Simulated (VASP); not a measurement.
**TePb: single point with LDA**

The system is TePb.

```xyz
2
Lattice="0.0000 3.2310 3.2310 3.2310 0.0000 3.2310 3.2310 3.2310 0.0000" Properties=species:S:1:pos:R:3 pbc="T T T"
Pb    0.0000    0.0000    0.0000
Te    3.2310    3.2310    3.2310
```

```yaml
Program: VASP 6.6.1
Task: single point
Functional: LDA
Potentials_or_basis: VASP PAW LDA potentials, release 64 (Pb_d, Te)
Cutoff: 520 eV
k_mesh: 7 × 7 × 7
Occupations: methfessel-paxton, width 0.1 eV
Spin: collinear spin, ferromagnetic start
Starting_moments: "[0.01, 0.0] μB"
Dipole_correction: no
Further_INCAR_settings: ALGO = Normal; EDIFF = 1e-07; NBANDS = 21
```

The pressure is -1.7 GPa. The net moment is 0.00 μB per cell and the valence electrons inside the program's atomic spheres are Pb 11.88; Te 3.40.

Levels at points of the mesh, in eV from the Fermi level:
Spin up:
| k point | band 8 | band 9 | band 10 | band 11 | band 12 | band 13 |
| --- | --- | --- | --- | --- | --- | --- |
| (0.00, 0.00, 0.00) | -1.29 | -1.29 | -1.29 | 4.04 | 4.04 | 4.04 |
Spin down:
| k point | band 6 | band 7 | band 8 | band 9 | band 10 | band 11 | band 12 | band 13 | band 14 | band 15 |
| --- | --- | --- | --- | --- | --- | --- | --- | --- | --- | --- |
| (0.00, 0.00, 0.00) | -12.00 | -5.62 | -1.29 | -1.29 | -1.29 | 4.04 | 4.04 | 4.04 | 5.83 | 5.83 |

It took 89 s on 1 thread of Intel Xeon 8259CL, on a shared host, peak memory 0.21 GiB.

Caveat: this odd mesh misses L, where the gap lies, so gap, dielectric constants and Born charges aren't listed; spin-orbit coupling is left out, which moves the levels of the heavy elements.
